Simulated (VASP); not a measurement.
Input of a VASP 6.6.1 run:

The input INCAR:

```
SYSTEM = Sb
PREC = Accurate
ENCUT = 520
EDIFF = 1E-7
ISMEAR = 0
SIGMA = 0.1
LREAL = .False.
LASPH = .True.
NELM = 60
ALGO = Normal
ISIF = 2
LWAVE = .False.
LCHARG = .False.
GGA = PS
NBANDS = 8
```

The input KPOINTS:

```
regular mesh
0
Gamma
  14 14 14
  0 0 0
```

POSCAR

```
Sb
1.0
   -1.9159536530      1.9079630274      1.9682950576
    1.9483278504     -1.9047817479      1.9974879754
    1.9309618069      1.9197899018     -1.9651137781
Sb
1
Direct
    0.0000000000      0.0000000000      0.0000000000
```

Potentials or basis: VASP PAW PBE potentials, release 64 (Sb).

Launch:

```bash
$ cat potpaw_PBE.64/Sb/POTCAR > POTCAR
$ mpirun -np 1 vasp_std > vasp.out
```

Predict the pressure.

-6.7 GPa.

Stress tensor (GPa, compression positive):
```
-6.50 -0.16 -0.42
-0.16 -6.42 -0.04
-0.42 -0.04 -7.25
```

Caveat: the cell differs from its parent crystal (the cell strained at random); the PAW data sets were made with another functional, which shifts forces and pressure a little.
